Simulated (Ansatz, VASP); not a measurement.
## Ir: VASP beside Ansatz

The input INCAR:

```
PREC = Accurate ; ENCUT = 560
EDIFF = 1E-6 ; ISMEAR = -1
SIGMA = 0.05 ; LREAL = F
LASPH = T ; NELM = 200
ALGO = Normal ; ISIF = 2
LWAVE = F ; LCHARG = F
MAGMOM = 0 0 0 0 0 0 ; LORBIT = 11
LSORBIT = T ; GGA_COMPAT = F
LORBMOM = T ; LMAXMIX = 4
NBANDS = 46
```

File KPOINTS:

```
Automatic mesh
0
Gamma
  8 8 5
```

The input POSCAR:

```
Ir
1.0
    2.7513778946      0.0000000000      0.0000000000
   -1.3756889473      2.3827631521      0.0000000000
    0.0000000000      0.0000000000      4.4622900000
Ir
2
Direct
    0.3333333333      0.6666666667      0.2500000000
    0.6666666667      0.3333333333      0.7500000000
```

The input input.yaml:

```yaml
crystal:
  lattice:
    - [2.7513778946, 0.0, 0.0]
    - [-1.3756889473, 2.3827631521, 0.0]
    - [0.0, 0.0, 4.46229]
  atoms:
    - { symbol: Ir, position: [0.3333333333, 0.6666666667, 0.25] }
    - { symbol: Ir, position: [0.6666666667, 0.3333333333, 0.75] }
hamiltonian:
  xc: lda
  pseudopotentials: { kind: paw_fr }
magnetization:
  noncollinear: true
  spin_orbit: true
kpoints:
  mp_grid: { grid: [8, 8, 5] }
  band_path:
    path:
      - [[0.0, 0.0, 0.0], [0.5, 0.0, 0.0], [0.3333333333, 0.3333333333, 0.0], [0.0, 0.0, 0.0], [0.0, 0.0, 0.5], [0.5, 0.0, 0.5], [0.3333333333, 0.3333333333, 0.5], [0.0, 0.0, 0.5]]
      - [[0.5, 0.0, 0.5], [0.5, 0.0, 0.0]]
      - [[0.3333333333, 0.3333333333, 0.0], [0.3333333333, 0.3333333333, 0.5]]
    npoints: 14
scf:
  occupations: { method: fermi_dirac, width: 0.05 }
  n_extra_bands: 6
output:
  forces: true
  stress: true
  eigenvalues: true
  fatbands: false
  write_density: true
  write_potential: true
  elf: true
  volumetric_format: npy
```

Alike in both runs: functional LDA; k mesh 8 × 8 × 5; occupations fermi-dirac, width 0.05 eV; non-collinear spin, spin-orbit coupling.

|  | VASP | Ansatz |
| --- | --- | --- |
| version | VASP 6.6.1 | Ansatz 0.2.0 |
| potentials or method | VASP PAW LDA potentials, release 64 (Ir_sv_GW) | Ansatz PAW |
| plane-wave cutoff (eV) | 560 | 420 |
| valence electrons in the cell | 34 | 34 |
| task | single point | band structure |

|  | VASP | Ansatz | Ansatz less VASP |
| --- | --- | --- | --- |
| pressure (GPa) | -15.5 | -16.4 | -0.85 |
| traceless stress, the component that is largest in VASP (GPa) | -0.07 | -0.22 | -0.148 |

LDA's correlation is that of Perdew and Zunger in VASP and of Perdew and Wang (1992) in Ansatz.
